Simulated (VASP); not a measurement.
# B3As2 (Cmmm) in VASP: a series of runs

The runs below take B3As2 through single point, relaxation of cell and atoms, with PBE.

Program: VASP 6.6.1. These are calculated values, not measurements. Logs are shortened: lines on timing, memory, paths and dates and some standing lists are left out, and cuts for length are marked.

## (1) The cell of the first run

Symmetry: Cmmm, No. 65, orthorhombic system. Conventional cell: a = 3.931 Å, b = 7.025 Å, c = 5.975 Å, α = 90.00°, β = 90.00°, γ = 90.00°. B (site symmetry 2mm) has 1 B at 1.41 Å and 2 As at 1.67 Å within 1.9 Å. Within 4.0 Å of B (site symmetry mmm) lie 6 B at 3.07 to 3.93 Å and 12 As at 3.74 to 3.84 Å. As (site symmetry m2m) has 2 B at 1.67 Å and 1 As at 2.20 Å within 2.2 Å.

## (2) Single point, PBE

Contents of INCAR:

```
SYSTEM = B3As2
PREC = Accurate
ENCUT = 520
EDIFF = 1E-7
ISMEAR = 0
SIGMA = 0.1
LREAL = .False.
LASPH = .True.
NELM = 80
ALGO = Normal
ISIF = 2
LWAVE = .False.
LCHARG = .True.
GGA = PE
LELF = .True.
LVHAR = .True.
NBANDS = 18
```

Contents of KPOINTS:

```
Automatic mesh
0
Gamma
  6 6 4
  0 0 0
```

Contents of POSCAR:

```
B3As2
1.0
    1.9654700400     -3.5124110200      0.0000000000
    1.9654700400      3.5124110200      0.0000000000
    0.0000000000      0.0000000000      5.9746691300
B As
3 2
Direct
    0.6796362100      0.6796362100      0.5000000000
    0.3203637900      0.3203637900      0.5000000000
    0.5000000000      0.5000000000      0.0000000000
    0.8435039400      0.1564960600      0.5000000000
    0.1564960600      0.8435039400      0.5000000000
```

Potentials or basis: VASP PAW PBE potentials, release 64 (B, As).

Started as:

```sh
$ cat potpaw_PBE.64/B/POTCAR potpaw_PBE.64/As/POTCAR > POTCAR
$ mpirun -np 1 vasp_std > vasp.out
```

OUTCAR:

```text
SYSTEM = B3As2
   PREC = Accurate
   ENCUT = 520
   EDIFF = 1E-7
   ISMEAR = 0
   LREAL = .False.
   LASPH = .True.
   NELM = 80
   ISIF = 2
   GGA = PE

 ion  position               nearest neighbor table
   1  0.680  0.680  0.500-   2 1.41   4 1.67   5 1.67   4 2.51   5 2.51
   2  0.320  0.320  0.500-   1 1.41   4 1.67   5 1.67   5 2.51   4 2.51
   3  0.500  0.500  0.000-
   4  0.844  0.156  0.500-   1 1.67   2 1.67   5 2.20   5 2.36   5 2.36   2 2.51   1 2.51
   5  0.156  0.844  0.500-   1 1.67   2 1.67   4 2.20   4 2.36   4 2.36   2 2.51   1 2.51

  LATTYP: Found a base centered orthorhombic cell.
 ALAT       =     3.9309400800
 B/A-ratio  =     1.7870590487
 C/A-ratio  =     1.5199084719

  Lattice vectors:

 A1 = (   1.9654700400,  -3.5124110200,   0.0000000000)
 A2 = (   1.9654700400,   3.5124110200,   0.0000000000)
 A3 = (   0.0000000000,   0.0000000000,   5.9746691300)

Analysis of symmetry for initial positions (statically):
=====================================================================
 Subroutine PRICEL returns:
 Original cell was already a primitive cell.

 Routine SETGRP: Setting up the symmetry group for a
 base centered orthorhombic supercell.

 Subroutine GETGRP returns: Found  8 space group operations
 (whereof  8 operations were pure point group operations)
 out of a pool of  8 trial point group operations.

The static configuration has the point symmetry D_2h.

Analysis of symmetry for dynamics (positions and initial velocities):
=====================================================================
 Subroutine PRICEL returns:
 Original cell was already a primitive cell.

 Routine SETGRP: Setting up the symmetry group for a
 base centered orthorhombic supercell.

 Subroutine GETGRP returns: Found  8 space group operations
 (whereof  8 operations were pure point group operations)
 out of a pool of  8 trial point group operations.

The dynamic configuration has the point symmetry D_2h.

 Subroutine INISYM returns: Found  8 space group operations
 (whereof  8 operations are pure point group operations),
 and found     1 'primitive' translations

----------------------------------------------------------------------------------------

                                     Primitive cell

  volume of cell :      82.4927

  direct lattice vectors                    reciprocal lattice vectors
     1.965470040 -3.512411020  0.000000000     0.254392074 -0.142352361  0.000000000
     1.965470040  3.512411020  0.000000000     0.254392074  0.142352361  0.000000000
     0.000000000  0.000000000  5.974669130     0.000000000  0.000000000  0.167373285

  length of vectors
     4.024935236  4.024935236  5.974669130     0.291512473  0.291512473  0.167373285

  position of ions in fractional coordinates (direct lattice)
     0.679636210  0.679636210  0.500000000
     0.320363790  0.320363790  0.500000000
     0.500000000  0.500000000  0.000000000
     0.843503940  0.156496060  0.500000000
     0.156496060  0.843503940  0.500000000

  ion indices of the primitive-cell ions
   primitive index   ion index
                 1           1
                 2           2
                 3           3
                 4           4
                 5           5

----------------------------------------------------------------------------------------

 KPOINTS: Automatic mesh

Automatic generation of k-mesh.
 Grid dimensions read from file:
 generate k-points for:    6    6    4

 Generating k-lattice:

  Cartesian coordinates                     Fractional coordinates (reciprocal lattice)
     0.042398679 -0.023725393  0.000000000     0.166666667  0.000000000  0.000000000
     0.042398679  0.023725393  0.000000000     0.000000000  0.166666667  0.000000000
     0.000000000  0.000000000  0.041843321     0.000000000  0.000000000  0.250000000

  Length of vectors
     0.048585412  0.048585412  0.041843321

  Shift w.r.t. Gamma in fractional coordinates (k-lattice)
     0.000000000  0.000000000  0.000000000

 Subroutine IBZKPT returns following result:
 ===========================================

 Found     39 irreducible k-points:

 Following reciprocal coordinates:
            Coordinates               Weight
  0.000000  0.000000  0.000000      1.000000
  0.166667  0.000000  0.000000      4.000000
  0.333333 -0.000000  0.000000      4.000000
  0.500000  0.000000  0.000000      2.000000
  0.166667  0.166667  0.000000      2.000000
  0.333333  0.166667  0.000000      4.000000
[... 16 lines left out ...]
  0.333333  0.333333  0.250000      4.000000
  0.500000  0.333333  0.250000      8.000000
 [... further k-points ...]
   k-points           NKPTS =     39   k-points in BZ     NKDIM =     39   number of bands    NBANDS=     18
   number of dos      NEDOS =    301   number of ions     NIONS =      5
   total plane-waves  NPLWV =  43200
   dimension x,y,z NGX =    30 NGY =   30 NGZ =   48
   dimension x,y,z NGXF=    60 NGYF=   60 NGZF=   96
   ions per type =               3   2
   NGX,Y,Z   is equivalent  to a cutoff of  12.39, 12.39, 13.36 a.u.
   NGXF,Y,Z  is equivalent  to a cutoff of  24.78, 24.78, 26.71 a.u.
 SYSTEM =  B3As2
   PREC   = accura    normal or accurate (medium, high low for compatibility)
   ISTART =      0    job   : 0-new  1-cont  2-samecut
   ICHARG =      2    charge: 1-file 2-atom 10-const
   ISPIN  =      1    spin polarized calculation?
   LNONCOLLINEAR =      F non collinear calculations
   LSORBIT =      F    spin-orbit coupling
   LASPH  =      T    aspherical Exc in radial PAW
   ENCUT  =  520.0 eV  38.22 Ry    6.18 a.u.   7.48  7.48 11.11*2*pi/ulx,y,z
   NELM   =     80;   NELMIN=  2; NELMDL= -5     # of ELM steps
   EDIFF  = 0.1E-06   stopping-criterion for ELM
   LREAL  =      F    real-space projection
   EDIFFG = 0.1E-05   stopping-criterion for IOM
   NSW    =      0    number of steps for IOM
   IBRION =     -1    ionic relax: 0-MD 1-quasi-New 2-CG
   NFREE  =      0    steps in history (QN), initial steepest desc. (CG)
   ISIF   =      2    stress and relaxation
   ISYM   =      2    0-nonsym 1-usesym 2-fastsym
   POTIM  = 0.5000    time-step for ionic-motion
   TEBEG  =    0.0;   TEEND  =   0.0 temperature during run
   PSTRESS=    0.0 pullay stress
   NELECT =      19.0000    total number of electrons
   NUPDOWN=      -1.0000    fix difference up-down
   EMIN   =  10.00;   EMAX   =-10.00  energy-range for DOS
   EFERMI =   0.00;   METHOD = LEGACY
   ISMEAR =     0;   SIGMA  =   0.10  broadening in eV -4-tet -1-fermi 0-gaus
   EFERMI_NEDOS =   21; number of points for ismear=-14 and -15
   IALGO  =     38    algorithm
   IMIX   =      4    mixing-type and parameters
     AMIX     =   0.40;   BMIX     =  1.00
     AMIX_MAG =   1.60;   BMIX_MAG =  1.00
  volume/ion in A,a.u.               =      16.50       111.34
  Fermi-wavevector in a.u.,A,eV,Ry     =   1.003508  1.896355 13.701451  1.007028
  Thomas-Fermi vector in A             =   2.136064
   LORBIT       =      0    0 simple, 1 ext, 2 COOP (PROOUT), +10 PAW based schemes
   GGA     = PE    functional components
   LHFCALC =     F    Hartree Fock is set to
   AEXX    =    0.0000 exact exchange contribution
   IVDW    =     0    specifies the selected vdW correction
   LEPSILON=     F    determine dielectric tensor
   LRPA    =     F    only Hartree local field effects (RPA)
 non-spin polarized calculation
 Gauss-broadening in eV      SIGMA  =   0.10
  energy-cutoff  :      520.00
  volume of cell :       82.49
 maximum number of plane-waves:      2255
 NGX is ok and might be reduce to    30
   NGX = 15   NGY = 15   NGZ = 23

 number of electron      18.9999998 magnetization

 Free energy of the ion-electron system (eV)
  ---------------------------------------------------
  ext. energy  EPLUGINS =         0.00000000
  ---------------------------------------------------
  free energy    TOTEN  =       -11.43798259 eV

  energy without entropy =      -11.42324272  energy(sigma->0) =      -11.43061266

 E-fermi :   3.5107     XC(G=0):  -9.0276

 val. band max:        3.5020857101   @ k =   0.3333   0.3333   0.0000
 cond. band min:       3.5474044894   @ k =   0.5000   0.3333   0.5000
 fundamental gap:      0.0453187793
 Fermi energy:         3.5107100629

 k-point     1 :       0.0000    0.0000    0.0000
  band No.  band energies     occupation
      1     -14.9658      2.00000
      2      -5.6260      2.00000
      3      -4.4795      2.00000
      4      -3.8151      2.00000
      5      -3.1317      2.00000
      6      -2.9796      2.00000
[... 10 lines left out ...]
     17      11.2932      0.00000
     18      12.2261      0.00000

 k-point     2 :       0.1667    0.0000    0.0000
  band No.  band energies     occupation
      1     -14.7310      2.00000
      2      -7.0543      2.00000
      3      -4.6592      2.00000
      4      -4.3992      2.00000
      5      -3.4725      2.00000
      6      -2.1911      2.00000
[... 10 lines left out ...]
     17      11.4404      0.00000
     18      12.6223      0.00000

 k-point     3 :       0.3333   -0.0000    0.0000
  band No.  band energies     occupation
      1     -14.1246      2.00000
      2      -8.9882      2.00000
      3      -5.6743      2.00000
      4      -4.9670      2.00000
      5      -2.4754      2.00000
      6      -1.7110      2.00000
[... 10 lines left out ...]
     17      10.3270      0.00000
     18      11.7371      0.00000

 k-point     4 :       0.5000    0.0000    0.0000
  band No.  band energies     occupation
      1     -13.6844      2.00000
      2      -9.9283      2.00000
      3      -6.0549      2.00000
      4      -5.1441      2.00000
      5      -1.4242      2.00000
      6      -1.3229      2.00000
[... 375 lines left out ...]
      4      -4.0573      2.00000
      5      -3.8248      2.00000
      6      -1.4753      2.00000
[... 10 lines left out ...]
     17      12.3571      0.00000
     18      12.7604      0.00000

 k-point    23 :       0.3333    0.3333    0.2500
  band No.  band energies     occupation
      1     -13.2664      2.00000
      2     -10.3358      2.00000
      3      -8.2589      2.00000
      4      -1.8425      2.00000
      5      -1.1260      2.00000
      6      -0.8024      2.00000
[... 10 lines left out ...]
     17      11.1230      0.00000
     18      11.3069      0.00000

 k-point    24 :       0.5000    0.3333    0.2500
  band No.  band energies     occupation
      1     -13.3644      2.00000
      2     -10.7626      2.00000
      3      -7.0484      2.00000
      4      -3.0065      2.00000
      5      -2.4243      2.00000
      6      -0.7418      2.00000
[... 10 lines left out ...]
     17      10.2439      0.00000
     18      11.6582      0.00000

 [... further k-points ...]

------------------------ aborting loop because EDIFF is reached ----------------------------------------

  FORCE on cell =-STRESS in cart. coord.  units (eV):
  Direction    XX          YY          ZZ          XY          YZ          ZX
  --------------------------------------------------------------------------------------
  -------------------------------------------------------------------------------------
  Total       61.2752613     45.7809870     -3.7745223      0.0000000      0.0000000      0.0000000
  in kB     1190.0909156    889.1604133    -73.3089434      0.0000000      0.0000000      0.0000000
  external PRESSURE =     668.6474618 kB  Pullay stress =       0.0000000 kB

 VOLUME and BASIS-vectors are now :
 -----------------------------------------------------------------------------
  energy-cutoff  :      520.00
  volume of cell :       82.49
      direct lattice vectors                 reciprocal lattice vectors
     1.965470040 -3.512411020  0.000000000     0.254392074 -0.142352361  0.000000000
     1.965470040  3.512411020  0.000000000     0.254392074  0.142352361  0.000000000
     0.000000000  0.000000000  5.974669130     0.000000000  0.000000000  0.167373285

 POSITION                                       TOTAL-FORCE (eV/Angst)
 -----------------------------------------------------------------------------------
      2.67161      0.00000      2.98733        -8.437169      0.000000      0.000000
      1.25933      0.00000      2.98733         8.437169      0.000000     -0.000000
      1.96547      0.00000      0.00000         0.000000      0.000000      0.000000
      1.96547     -2.41305      2.98733         0.000000     11.854772      0.000000
      1.96547      2.41305      2.98733         0.000000    -11.854772     -0.000000
 -----------------------------------------------------------------------------------
    total drift:                                0.000000      0.000000     -0.000000

  FREE ENERGIE OF THE ION-ELECTRON SYSTEM (eV)
  ---------------------------------------------------
  free  energy   TOTEN  =       -11.4379825934 eV

  energy  without entropy=      -11.4232427248  energy(sigma->0) =      -11.43061266
```

It took 28 s on 1 thread of Intel Xeon 6975P-C (Granite Rapids), shared host; peak memory 0.21 GiB.

What came out:

- Free energy: -11.4380 eV
- Pressure: 66.9 GPa
- Largest force: 11.855 eV/Å

Forces on the atoms (eV/Å):
```
B    -8.437   0.000   0.000
B     8.437   0.000   0.000
B     0.000   0.000   0.000
As    0.000  11.855   0.000
As    0.000 -11.855   0.000
```

Levels at points of the mesh, in eV from the Fermi level:
```
           k point  band 5  band 6  band 7  band 8  band 9  band 10  band 11  band 12  band 13  band 14
(0.00, 0.00, 0.00)   -6.64   -6.49   -5.93   -4.80   -3.05     1.23     1.76     1.81     2.86     3.46
(0.50, 0.00, 0.00)   -4.93   -4.83   -3.55   -3.17   -0.81     0.33     0.42     1.23     2.05     2.54
(0.50, 0.50, 0.00)   -5.30   -4.97   -3.05   -0.92   -0.67     0.43     1.02     1.37     2.49     3.01
(0.00, 0.00, 0.50)   -6.64   -6.48   -4.92   -4.59   -3.04    -0.04     1.44     1.61     2.84     3.17
(0.50, 0.00, 0.50)   -5.64   -5.05   -3.18   -1.96    0.09     0.18     0.48     0.78     1.02     2.09
(0.50, 0.50, 0.50)   -6.25   -3.61   -3.51   -0.92    0.31     0.51     0.80     0.89     2.67     2.92
```

Caveat: this functional lacks dispersion, which binds the layers, so the pressure and a relaxed spacing across them are unreliable; forces of over 1 eV/Å act on the atoms, so gaps and moduli don't describe the material at rest.

(Part 1 of 2 ends here.)
